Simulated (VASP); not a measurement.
Input of a VASP 6.6.1 run:

Contents of INCAR:

```
PREC = Accurate ; ENCUT = 520
EDIFF = 1E-7 ; ISMEAR = 0
SIGMA = 0.02 ; LREAL = Auto
LASPH = T ; NELM = 100
ALGO = Normal ; ISIF = 2
LWAVE = F ; LCHARG = F
GGA = PE ; NBANDS = 56
```

File KPOINTS:

```
regular mesh
0
Gamma
  2 2 1
```

The input POSCAR:

```
PtC18
1.0
    7.3980000000      0.0000000000      0.0000000000
   -3.6990000000      6.4068560000      0.0000000000
    0.0000000000      0.0000000000     12.0000000000
C Pt
18 1
Direct
   -0.0027596410     -0.0057937062      0.0806787736
    0.2203033534      0.1066187625      0.0805381910
   -0.0026927268      0.3274698371      0.0781392834
    0.2197406129      0.4396871271      0.0797871588
   -0.0021486525      0.6611490126      0.0798259462
    0.2202534452      0.7733381294      0.0781707118
    0.3308938919     -0.0053892562      0.0803593013
    0.5534799734      0.1066081116      0.0806709204
    0.3276383630      0.3254848669      0.0855803193
    0.5517155670      0.4363046926      0.0999979127
    0.3304978576      0.6611430798      0.0798478213
    0.5525886374      0.7753464000      0.0857820765
    0.6641052498     -0.0057851488      0.0807347921
    0.8866801858      0.1062170119      0.0804718422
    0.6649820165      0.3254701685      0.0856837416
    0.8871056869      0.4396876085      0.0797886097
    0.6658353198      0.6644979740      0.1001123713
    0.8899030263      0.7753580688      0.0858003449
    0.6089881334      0.5501737598      0.2630292820
```

Potentials or basis: VASP PAW PBE potentials, release 64 (C, Pt).

Command:

```bash
$ cat potpaw_PBE.64/C/POTCAR potpaw_PBE.64/Pt/POTCAR > POTCAR
$ mpirun -np 1 vasp_std > vasp.out
```

What does it give for the band gap on the k mesh?

0.29 eV, direct.

Estimate the largest force.

0.086 eV/Å.

Forces in eV/Å, atoms in the order of the input:
```
C    0.019  0.016 -0.004
C   -0.009 -0.011  0.005
C    0.008  0.013  0.001
C   -0.009 -0.004 -0.005
C   -0.006  0.000  0.007
C    0.009 -0.011 -0.001
C   -0.001  0.008  0.001
C    0.002 -0.011  0.006
C    0.005  0.004  0.004
C   -0.001 -0.027 -0.035
C   -0.016  0.003  0.001
C    0.004 -0.004 -0.006
C   -0.011  0.008  0.000
C   -0.003 -0.003 -0.005
C   -0.008  0.011 -0.008
C    0.005 -0.004  0.004
C   -0.001  0.020 -0.037
C    0.016 -0.009 -0.015
Pt  -0.003  0.000  0.086
```

Caveat: the k points lie up to 0.49 Å⁻¹ apart; spin-orbit coupling is left out, which moves the levels of the heavy elements.
